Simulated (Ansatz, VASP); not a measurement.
**Two plane-wave programs on Pd**

```
Pd
1.0
     0.00000    3.07872    3.07872
     3.07872    0.00000    3.07872
     3.07872    3.07872    0.00000
Pd
2
Direct
  0.12500 0.12500 0.12500
  0.87500 0.87500 0.87500
```

Alike in both runs: task single point; functional BLYP; k mesh 10 × 10 × 10; occupations fermi-dirac, width 0.05 eV; collinear spin.

```csv
,VASP,Ansatz
version,VASP 6.6.1,Ansatz 0.2.0
potentials or method,"VASP PAW PBE potentials, release 64 (Pd), cutoff 520 eV","plane waves (420 eV) with PAW, scalar-relativistic"
valence electrons in the cell,20,36
```

```tsv
	VASP	Ansatz	Ansatz less VASP
pressure (GPa)	-4.6	-4.6	-0.07
net moment per atom (μB)	0.42	0.42	+0.003
size of the moment on the site where the two differ most (μB)	0.41	0.41	0.000
```

VASP's potentials were made for PBE, not for BLYP. Site moments also hang on the region over which each program counts them. The functional is the same, so the differences come from potentials, cutoffs and numerics. VASP's potentials hold 20 valence electrons a cell and Ansatz's 36, so a difference there can come from the potentials and not from the codes.
